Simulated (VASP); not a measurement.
## PbO: single point with HSE06

PbO:

```xyz
2
Lattice="0.0000 2.7988 2.7988 2.8091 0.0000 2.7988 2.8091 2.7988 0.0000" Properties=species:S:1:pos:R:3 pbc="T T T"
Pb    0.0000    0.0000    0.0000
O     1.4046    1.3994    1.3994
```

This cell differs from its parent crystal: uniaxial x strain +0.4%.

| Property | Result |
| --- | --- |
| Program | VASP 6.6.1 |
| Task | single point |
| Functional | HSE06 |
| Potentials or basis | VASP PAW PBE potentials, release 64 (Pb_d, O) |
| Cutoff | 520 eV |
| k mesh | 6 × 6 × 6 |
| Occupations | gaussian, width 0.01 eV |
| Spin | no spin polarisation |

| Item | Value |
| --- | --- |
| Pressure | 0.2 GPa |
| Band gap on the k mesh | 1.09 eV (least direct gap 1.24 eV) |

Levels at points of the mesh, in eV from the valence-band top:
```
           k point  band 7  band 8  band 9  band 10  band 11  band 12  band 13  band 14
(0.00, 0.00, 0.00)   -7.20   -2.73   -2.72    -2.72     6.27     6.27     6.28     9.13
(0.50, 0.00, 0.00)   -8.45   -3.23   -3.22    -2.28     3.19     6.47     6.50     9.69
(0.50, 0.50, 0.00)   -8.42   -4.04   -4.04    -0.17     1.09     6.97     7.01     7.29
(0.00, 0.50, 0.50)   -8.45   -4.02   -4.02    -0.15     1.09     7.01     7.01     7.28
```

Run time: 50 min on 2 MPI ranks on Intel(R) Xeon(R) Platinum 8259CL CPU @ 2.50GHz (Skylake/Cascade Lake), on a shared host, peak memory 0.29 GiB a rank.

Caveat: the cell differs from its parent crystal (uniaxial x strain +0.4%); the structure was generated, so it needn't be the stable form of PbO; the PAW data sets were made with another functional, which shifts forces and pressure a little; spin-orbit coupling is left out, which moves the levels of the heavy elements. A k mesh can miss the band edges.
